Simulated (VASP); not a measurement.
**Ga: single point with r2SCAN**

Crystal: Ga.

```xyz
4
Lattice="2.2319 -3.7932 0.0000 2.2319 3.7932 0.0000 0.0000 0.0000 4.5346" Properties=species:S:1:pos:R:3 pbc="T T T"
Ga    2.2319   -2.6115    0.3881
Ga    2.2319   -1.1817    2.6554
Ga    2.2319    2.6115    4.1466
Ga    2.2319    1.1817    1.8792
```

```
Program                : VASP 6.6.1
Task                   : single point
Functional             : r2SCAN
Potentials or basis    : VASP PAW PBE potentials, release 64 (Ga_d)
Cutoff                 : 520 eV
k mesh                 : 8 × 8 × 7
Occupations            : fermi-dirac, width 0.1 eV
Spin                   : no spin polarisation
Dipole correction      : no
Further INCAR settings : ALGO = Normal; EDIFF = 1e-06; NBANDS = 34
```

```
Pressure               : 0.1 GPa
Largest force          : 0.011 eV/Å
Band gap on the k mesh : zero (band 26 reaches 5.37 eV, above the bottom of band 27 at 4.31 eV)
```

Forces on the atoms (eV/Å):
```
Ga   0.000 -0.006  0.008
Ga   0.000  0.006  0.008
Ga   0.000  0.006 -0.008
Ga   0.000 -0.006 -0.008
```

Stress tensor (GPa, compression positive):
```
0.18 0.00 0.00
0.00 0.18 0.00
0.00 0.00 0.08
```

Levels at points of the mesh, in eV from the Fermi level:
| k point | band 22 | band 23 | band 24 | band 25 | band 26 | band 27 | band 28 | band 29 | band 30 | band 31 |
| --- | --- | --- | --- | --- | --- | --- | --- | --- | --- | --- |
| (0.00, 0.00, 0.00) | -4.51 | -4.11 | -1.91 | -1.54 | -0.84 | 0.96 | 1.15 | 1.25 | 5.54 | 5.66 |
| (0.50, 0.00, 0.00) | -9.10 | -3.61 | -3.61 | -1.65 | -1.65 | 0.83 | 0.83 | 4.41 | 4.41 | 5.65 |
| (0.50, 0.50, 0.00) | -7.66 | -4.20 | -3.54 | -1.91 | -1.78 | 1.10 | 1.20 | 3.69 | 3.95 | 4.36 |

Run time: 4.8 min on 1 thread of Intel(R) Xeon(R) 6975P-C (Granite Rapids), on a shared host, peak memory 0.31 GiB.

Caveat: the PAW data sets were made with another functional, which shifts forces and pressure a little.
